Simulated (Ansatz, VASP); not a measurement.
## One calculation of Cu, two programs

```
CELL_PARAMETERS angstrom
-1.47886 1.47886 1.37608
1.47886 -1.47886 1.37608
1.40672 1.40672 -1.37608
ATOMIC_POSITIONS crystal
Cu 0.00000 0.00000 0.00000
```

Change from the starting cell: strain -0.0500 x Voigt [0, 0, 0, 0, 0, 1], atoms carried along.

Alike in both runs: task single point; functional r2SCAN; k mesh 24 × 24 × 24; occupations gaussian, width 0.15 eV; no spin polarisation.

|  | VASP | Ansatz |
| --- | --- | --- |
| version | VASP 6.6.1 | Ansatz 0.2.0 |
| potentials or method | VASP PAW PBE potentials, release 64 (Cu), cutoff 520 eV | scalar-relativistic, plane waves, PAW |
| valence electrons in the cell | 11 | 19 |

VASP gave:

* gap on the k mesh at the Fermi level (eV): none
* pressure (GPa): 1.5
* traceless stress, the component that is largest in VASP (GPa): 5.70

What did Ansatz give for the same quantities?

gap on the k mesh at the Fermi level (eV): none; pressure (GPa): 0.8; traceless stress, the component that is largest in VASP (GPa): 5.73.

VASP's potentials were made for PBE, not for r2SCAN. A gap of «none» marks a metal or a gap that the smearing closes. VASP's potentials hold 11 valence electrons a cell and Ansatz's 19, so a difference there can come from the potentials and not from the codes.
